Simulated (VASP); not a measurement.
Set up this calculation in VASP 6.6.1, as the native input.

* Task: single point
* Functional: PBEsol
* Potentials or basis: VASP PAW PBE potentials, release 64 (Ru_pv)
* Cutoff: 520 eV
* k mesh: 12 × 12 × 18
* Occupations: gaussian, width 0.1 eV
* Spin: no spin polarisation
* Dipole correction: no
* Further INCAR settings: ALGO = Fast; EDIFF = 1e-06; NBANDS = 28

The structure of Ru lies in POSCAR:

```
Ru
1.0
    4.2219008994      0.0000000000      0.0000000000
   -2.1109504497      3.6562734311      0.0000000000
    0.0000000000      0.0000000000      2.6512844732
Ru
3
Direct
    0.0000000000      0.0000000000      0.0000000000
    0.3333333333      0.6666666667      0.5000000000
    0.6666666667      0.3333333333      0.5000000000
```

This isn't the form of Ru at room conditions, which is hcp.

The input as run:

INCAR

```
  PREC = Accurate
  ENCUT = 520
  EDIFF = 1E-6
  ISMEAR = 0
  SIGMA = 0.1
  LREAL = F
  LASPH = T
  NELM = 60
  ALGO = Fast
  ISIF = 2
  LWAVE = F
  LCHARG = T
  GGA = PS
  LELF = T
  LVHAR = T
  NBANDS = 28
```

KPOINTS

```
Automatic mesh
0
Gamma
  12 12 18
```

Potentials or basis: VASP PAW PBE potentials, release 64 (Ru_pv).

Command:

```console
$ cat potpaw_PBE.64/Ru_pv/POTCAR > POTCAR
$ mpirun -np 1 vasp_std > vasp.out
```

It gave:

```json
{"Pressure": "0.1 GPa", "Band gap on the k mesh": "zero (bands 21 and 22 overlap by 2.56 eV)"}
```

Caveat: the PAW data sets were made with another functional, which shifts forces and pressure a little.

It took 5.3 min on 1 thread of Intel Xeon 8259CL (shared host), peak memory 0.24 GiB.
